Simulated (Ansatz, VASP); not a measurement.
## Two plane-wave programs on HC4

```
CELL_PARAMETERS angstrom
4.93130 0.00000 0.00000
-2.46565 4.27064 0.00000
0.00000 0.00000 18.00003
ATOMIC_POSITIONS crystal
C 0.33333 0.16667 0.22222
C 0.33333 0.66667 0.22222
C 0.83333 0.16667 0.22222
C 0.83333 0.66667 0.22222
C 0.16667 0.33333 0.22222
C 0.16667 0.83333 0.22222
C 0.66667 0.33333 0.22222
C 0.66667 0.83333 0.22222
H 0.64176 0.35824 0.26500
H 0.85824 0.14176 0.26500
```

Alike in both runs: task single point; functional PBE; dispersion D3(BJ); k mesh 6 × 6 × 1; occupations gaussian, width 0.1 eV; no spin polarisation.

|  | VASP | Ansatz |
| --- | --- | --- |
| version | VASP 6.6.1 | Ansatz 0.2.0 |
| potentials or method | VASP PAW PBE potentials, release 64 (C, H), cutoff 520 eV | scalar-relativistic, plane waves, PAW |
| valence electrons in the cell | 34 | 34 |

```csv
,VASP,Ansatz,Ansatz less VASP
gap on the k mesh at the Fermi level (eV),0.29,0.29,+0.004
least direct gap on the mesh (eV),0.96,0.96,-0.003
rms of the force components (eV/Å),8.637,8.549,-0.0879
```

Atom by atom the forces differ by 0.089 eV/Å (rms over components). Ansatz's warnings: structure snapped to symmetry.
